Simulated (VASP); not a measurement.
Here is a VASP 6.6.1 calculation.

The input INCAR:

```
SYSTEM = Zr2TiC3
PREC     = Accurate       ! precision mode
ENCUT    = 520            ! plane-wave cutoff, eV
EDIFF    = 1E-6           ! SCF threshold, eV
ISMEAR   = 0              ! smearing method
SIGMA    = 0.2            ! smearing width, eV
LREAL    = .FALSE.        ! projectors in reciprocal space
LASPH    = .TRUE.         ! aspherical terms in the spheres
NELM     = 60             ! most SCF steps
ALGO     = Normal         ! electronic algorithm
ISIF     = 2              ! what is computed and relaxed
LWAVE    = .FALSE.        ! write WAVECAR
LCHARG   = .FALSE.        ! write CHGCAR
GGA      = PE             ! functional
NBANDS   = 60             ! bands
```

The input KPOINTS:

```
Automatic mesh
0
G
  6 4 6
  0 0 0
```

POSCAR

```
Zr2TiC3
1.0
    0.0000000000     -3.2617296522      0.0000000000
    6.5234593044      0.0000000000      0.0000000000
   -1.6308648261      1.6308648261      6.8758153548
Zr Ti C
4 2 6
Direct
    0.8365371315      0.4182685657      0.6730742629
    0.8365371315      0.9182685657      0.6730742629
    0.1634628685      0.0817314343      0.3269257371
    0.1634628685      0.5817314343      0.3269257371
    0.5000000000      0.2500000000      0.0000000000
    0.5000000000      0.7500000000      0.0000000000
    0.6612395700      0.3306197850      0.3224791400
    0.6612395700      0.8306197850      0.3224791400
    0.3387604300      0.1693802150      0.6775208600
    0.3387604300      0.6693802150      0.6775208600
    0.0000000000      0.0000000000      0.0000000000
    0.0000000000      0.5000000000      0.0000000000
```

Potentials or basis: VASP PAW PBE potentials, release 64 (Zr_sv, Ti_sv, C).

Launch:

```bash
$ cat potpaw_PBE.64/Zr_sv/POTCAR potpaw_PBE.64/Ti_sv/POTCAR potpaw_PBE.64/C/POTCAR > POTCAR
$ mpirun -np 1 vasp_std > vasp.out
```

Question: What does it give for the band gap on the k mesh?

Answer: Zero (bands 48 and 49 overlap by 1.09 eV).

Question: Predict the largest force.

Answer: 0.017 eV/Å.

Question: What does it give for the pressure?

Answer: 0.3 GPa.

Forces on the atoms (eV/Å):
```
Zr   0.000  0.000 -0.004
Zr   0.000  0.000 -0.004
Zr   0.000  0.000  0.004
Zr   0.000  0.000  0.004
Ti   0.000  0.000  0.000
Ti   0.000  0.000  0.000
C    0.000  0.000 -0.017
C    0.000  0.000 -0.017
C    0.000  0.000  0.017
C    0.000  0.000  0.017
C    0.000  0.000  0.000
C    0.000  0.000  0.000
```
